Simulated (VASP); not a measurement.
A run of VASP 6.6.1 is set up as follows.

Contents of INCAR:

```
SYSTEM = H5C16F
PREC = Accurate
ENCUT = 520
EDIFF = 1E-6
ISMEAR = -1
SIGMA = 0.05
LREAL = Auto
LASPH = .True.
NELM = 80
ALGO = Normal
ISIF = 2
LWAVE = .False.
LCHARG = .False.
GGA = PE
IVDW = 12
NBANDS = 55
```

File KPOINTS:

```
regular mesh
0
Gamma
  2 2 1
  0 0 0
```

Contents of POSCAR:

```
H5C16F
1.0
    5.0487420000      0.0000000000      0.0000000000
    2.5243710000      4.3723390000      0.0000000000
    0.0000000000      0.0000000000     18.6764260000
H C F
5 16 1
Direct
    0.1666721879      0.1666613682      0.0535434349
    0.6666779319      0.1666613682      0.0535434349
    0.1666715721      0.6666683439      0.0535434349
    0.6666575092      0.6666683439      0.0535434349
    1.5211292349      0.4815500353      0.6937837036
    0.1666721879      0.1666613682      0.1124412133
    0.6666779319      0.1666613682      0.1124412133
    0.1666715721      0.6666683439      0.1124412133
    0.6666575092      0.6666683439      0.1124412133
   -0.1666613682      0.3333227364      0.1400321453
    0.3333443758      0.3333227364      0.1400321453
   -0.1666619840      0.8333297121      0.1400321453
    0.3333437600      0.8333297121      0.1400321453
   -0.0269553257      0.3058546009      0.2869553307
    0.5156377351      0.2827548367      0.2693663124
    0.0029189739      0.7688104696      0.2848724911
    0.4762749589      0.7943803077      0.2784258616
    0.1506060206     -0.0523975840      0.2833732750
    0.6802770695     -0.0623693634      0.2577099066
    0.1659564665      0.4518862787      0.2696447382
    0.6514631093      0.4530755735      0.2784419246
    2.5088299761      0.5597690390      0.6400207406
```

Potentials or basis: VASP PAW PBE potentials, release 64 (H, C, F).

Launch:

```console
$ cat potpaw_PBE.64/H/POTCAR potpaw_PBE.64/C/POTCAR potpaw_PBE.64/F/POTCAR > POTCAR
$ mpirun -np 1 vasp_std > vasp.out
```

Estimate the largest force.

5.451 eV/Å.

Predict the dispersion energy per atom.

-0.104 eV.

Estimate the band gap on the k mesh.

zero (bands 38 and 39 overlap by 0.07 eV).

Forces in eV/Å, atoms in the order of the input:
```
H    0.051  0.083 -0.870
H   -0.119  0.118 -0.465
H   -0.195  0.080 -0.845
H   -0.102  0.159 -0.607
H    0.563  1.422 -4.388
C   -0.200  0.061  4.530
C    0.064  0.104  5.024
C    0.070  0.066  4.283
C   -0.228  0.098  5.113
C    0.320 -0.263 -4.137
C    0.015  0.264 -3.778
C   -0.649  0.504 -2.439
C    0.127 -0.241 -3.750
C    2.761 -3.768 -2.683
C   -5.119 -1.639 -0.906
C    0.344  1.622 -2.090
C    1.463 -0.911 -2.555
C    0.598  2.467  0.859
C   -1.065  0.555  2.362
C   -0.422 -1.939  2.602
C    2.284  2.579  0.345
F   -0.562 -1.421  4.394
```

Caveat: the k points lie up to 0.72 Å⁻¹ apart; there is no dipole correction, which matters where the two faces differ.
